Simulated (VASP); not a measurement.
TiC:

```xyz
2
Lattice="0.0000 2.1657 2.1657 2.1657 0.0000 2.1657 2.1657 2.1657 0.0000" Properties=species:S:1:pos:R:3 pbc="T T T"
Ti    0.0000    0.0000    0.0000
C     2.1657    2.1657    2.1657
```

Base run:

- Program: VASP 6.6.1
- Functional: PBE
- Potentials or basis: VASP PAW PBE potentials, release 64 (Ti_sv, C)
- Cutoff: 520 eV
- k mesh: 7 × 7 × 7
- Occupations: fermi-dirac, width 0.03 eV
- Spin: no spin polarisation

Its results: band gap on the k mesh zero (band 8 reaches 10.10 eV, above the bottom of band 9 at 9.01 eV); pressure 0.6 GPa.

**Question.** The run is repeated on the same cell with these changes: functional from PBE to PBEsol. What comes out?

**Answer.** Band gap on the k mesh zero (band 8 reaches 9.96 eV, above the bottom of band 9 at 8.90 eV); pressure -6.4 GPa.

PBEsol binds more tightly than PBE, so the same cell stands under less pressure.

Caveats: the PAW data sets were made with another functional, which shifts forces and pressure a little (some runs).
